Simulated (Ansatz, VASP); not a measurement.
N in VASP and in Ansatz

```
CELL_PARAMETERS angstrom
9.00000 0.00000 0.00000
0.00000 9.50000 0.00000
0.00000 0.00000 10.00000
ATOMIC_POSITIONS crystal
N 0.50000 0.50000 0.44534
N 0.50000 0.50000 0.55466
```

Alike in both runs: functional LDA; k mesh 1 × 1 × 1; occupations gaussian, width 0.02 eV; no spin polarisation.

Ansatz relaxed the structure, and its values are those at the end. VASP's run is a single point on that final structure, the one shown.

```csv
,VASP,Ansatz
version,VASP 6.6.1,Ansatz 0.2.0
potentials or method,"VASP PAW LDA potentials, release 64 (N), cutoff 520 eV","plane waves, PAW"
valence electrons in the cell,10,10
```

|  | VASP | Ansatz | Ansatz less VASP |
| --- | --- | --- | --- |
| rms of the force components (eV/Å) | 0.882 | 0.005 | -0.8770 |

LDA's correlation is that of Perdew and Zunger in VASP and of Perdew and Wang (1992) in Ansatz. One of these differences is far larger than is usual between the two programs; its cause wasn't traced. Ansatz's warnings: stress scf threshold loose.

Noted on VASP's run: the standard files for N, O and F lose accuracy on very short bonds.
